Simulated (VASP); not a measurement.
Write the native input for VASP 6.6.1 that does the following.

```
Task                   : single point
Functional             : r2SCAN
Potentials or basis    : VASP PAW PBE potentials, release 64 (Ti_sv, C)
Cutoff                 : 520 eV
k mesh                 : 18 × 18 × 18
Occupations            : gaussian, width 0.15 eV
Spin                   : no spin polarisation
Dipole correction      : no
Further INCAR settings : ALGO = Normal; EDIFF = 1e-06; NBANDS = 15
```

Crystal: TiC.

```xyz
2
Lattice="0.0000 2.0991 2.1965 2.0991 0.0000 2.1965 2.0991 2.0991 0.0000" Properties=species:S:1:pos:R:3 pbc="T T T"
Ti    0.0000    0.0000    0.0000
C     2.0991    2.0991    2.1965
```

This cell differs from its parent crystal: strain -0.030 along x and y, +0.015 along z.

The input as run:

POSCAR

```
TiC
1.0
    0.0000000000      2.0990800000      2.1964600000
    2.0990800000      0.0000000000      2.1964600000
    2.0990800000      2.0990800000      0.0000000000
Ti C
1 1
Direct
    0.0000000000      0.0000000000      0.0000000000
    0.5000000000      0.5000000000      0.5000000000
```

INCAR.step1

```
ALGO     = Normal         # electronic algorithm
EDIFF    = 1E-4           # SCF threshold, eV
ENCUT    = 520            # plane-wave cutoff, eV
GGA      = PE             # functional
ISMEAR   = 0              # smearing method
LASPH    = True           # aspherical terms in the spheres
LCHARG   = False          # write CHGCAR
LREAL    = False          # projectors in reciprocal space
LWAVE    = True           # write WAVECAR
NBANDS   = 15             # bands
NELM     = 80             # most SCF steps
PREC     = Accurate       # precision mode
SIGMA    = 0.15           # smearing width, eV
```

INCAR.step2

```
ALGO     = Normal         # electronic algorithm
EDIFF    = 1E-6           # SCF threshold, eV
ENCUT    = 520            # plane-wave cutoff, eV
ISIF     = 2              # what is computed and relaxed
ISMEAR   = 0              # smearing method
ISTART   = 1            
LASPH    = True           # aspherical terms in the spheres
LCHARG   = True           # write CHGCAR
LELF     = True           # ELF
LMIXTAU  = True         
LREAL    = False          # projectors in reciprocal space
LVHAR    = True         
LWAVE    = False          # write WAVECAR
METAGGA  = R2SCAN         # meta-GGA
NBANDS   = 15             # bands
NELM     = 80             # most SCF steps
PREC     = Accurate       # precision mode
SIGMA    = 0.15           # smearing width, eV
```

KPOINTS

```
k-points
0
Gamma
  18 18 18
```

Potentials or basis: VASP PAW PBE potentials, release 64 (Ti_sv, C).

Command:

```sh
$ cat potpaw_PBE.64/Ti_sv/POTCAR potpaw_PBE.64/C/POTCAR > POTCAR
$ cp INCAR.step1 INCAR
$ mpirun -np 1 vasp_std > vasp.out
$ cp INCAR.step2 INCAR
$ mpirun -np 1 vasp_std > vasp.out
```

It gave:

* Pressure: 15.3 GPa
* Band gap on the k mesh: zero (band 8 reaches 11.10 eV, above the bottom of band 9 at 9.45 eV)

Caveat: the cell differs from its parent crystal (strain -0.030 along x and y, +0.015 along z); the PAW data sets were made with another functional, which shifts forces and pressure a little.

It took 6.2 min on 1 thread of Intel(R) Xeon(R) Platinum 8488C (Sapphire Rapids) (shared host), peak memory 0.25 GiB.
